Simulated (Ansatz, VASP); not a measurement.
## Two plane-wave programs on InH

```xyz
4
Lattice="3.6946 0.0000 0.0000 0.0000 3.8071 0.0000 0.0000 0.0000 4.7979" Properties=species:S:1:pos:R:3 pbc="T T T"
In    0.0000    0.0000    3.4962
In    1.8473    1.9035    1.3017
H     0.0000    1.9035    4.7550
H     1.8473    0.0000    0.0429
```

Change from the starting cell: species swapped into the CuTe type (Pmmn, No. 59).

Alike in both runs: functional PBE; k mesh 16 × 12 × 8; occupations gaussian, width 0.1 eV; no spin polarisation.

Ansatz relaxed the structure, and its values are those at the end. VASP's run is a single point on that final structure, the one shown.

|  | VASP | Ansatz |
| --- | --- | --- |
| version | VASP 6.6.1 | Ansatz 0.2.0 |
| potentials or method | VASP PAW PBE potentials, release 64 (In_d, H), cutoff 520 eV | scalar-relativistic, plane waves, PAW |
| valence electrons in the cell | 28 | 28 |

```csv
,VASP,Ansatz,Ansatz less VASP
gap on the k mesh at the Fermi level (eV),none,none,-
pressure (GPa),-0.1,0.0,+0.07
```

A gap of «none» marks a metal or a gap that the smearing closes.
